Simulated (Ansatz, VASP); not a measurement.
One calculation of Rh, two programs

```
CELL_PARAMETERS angstrom
-0.18770 1.85207 1.87704
1.85207 -0.18770 1.87704
1.66437 1.66437 0.00000
ATOMIC_POSITIONS crystal
Rh 0.00000 0.00000 0.00000
```

Change from the starting cell: engineering shear strain xy -0.2000, equal normal strain along x and y -0.0133.

Alike in both runs: task single point; functional LDA; k mesh 20 × 20 × 20; occupations gaussian, width 0.15 eV; no spin polarisation.

|  | VASP | Ansatz |
| --- | --- | --- |
| version | VASP 6.6.1 | Ansatz 0.2.0 |
| potentials or method | VASP PAW LDA potentials, release 64 (Rh_pv), cutoff 520 eV | scalar-relativistic, plane waves, PAW |
| valence electrons in the cell | 15 | 17 |

|  | VASP | Ansatz | Ansatz less VASP |
| --- | --- | --- | --- |
| gap on the k mesh at the Fermi level (eV) | none | none | - |
| pressure (GPa) | 29.0 | 28.0 | -1.00 |
| traceless stress, the component that is largest in VASP (GPa) | 51.73 | 51.30 | -0.426 |

Ansatz warns that its potentials were made for another functional, while VASP's fit it. LDA's correlation is that of Perdew and Zunger in VASP and of Perdew and Wang (1992) in Ansatz. A gap of «none» marks a metal or a gap that the smearing closes. VASP's potentials hold 15 valence electrons a cell and Ansatz's 17, so a difference there can come from the potentials and not from the codes.
